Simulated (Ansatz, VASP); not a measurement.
# MoSe in VASP and in Ansatz

```xyz
2
Lattice="0.0000 2.7088 2.7088 2.7088 0.0000 2.7088 2.7088 2.7088 0.0000" Properties=species:S:1:pos:R:3 pbc="T T T"
Mo    0.0000    0.0000    0.0000
Se    1.3544    1.3544    1.3544
```

Alike in both runs: task relaxation of cell and atoms; functional PBEsol; k mesh 6 × 6 × 6; occupations gaussian, width 0.1 eV; collinear spin.

|  | VASP | Ansatz |
| --- | --- | --- |
| version | VASP 6.6.1 | Ansatz 0.2.0 |
| potentials or method | VASP PAW PBE potentials, release 64 (Mo_sv, Se), cutoff 600 eV | scalar-relativistic, plane waves, PAW |
| valence electrons in the cell | 20 | 30 |

|  | VASP | Ansatz | Ansatz less VASP |
| --- | --- | --- | --- |
| gap on the k mesh at the Fermi level, each at its own relaxed structure (eV) | none | none | - |
| net moment per atom (μB) | 0.00 | 0.43 | +0.434 |
| size of the moment on the site where the two differ most (μB) | 0.00 | 0.60 | +0.602 |
| relaxed volume (Å³/atom) | 21.79 | 21.91 | +0.124 |
| relaxed length of the cell vector where the two differ most in proportion (Å) | 3.950 | 3.957 | +0.0075 |

The net moments are unlike, so the other rows may belong to different states. VASP's potentials were made for PBE, not for PBEsol. Site moments also hang on the region over which each program counts them. A gap of «none» marks a metal or a gap that the smearing closes. VASP's potentials hold 20 valence electrons a cell and Ansatz's 30, so a difference there can come from the potentials and not from the codes.
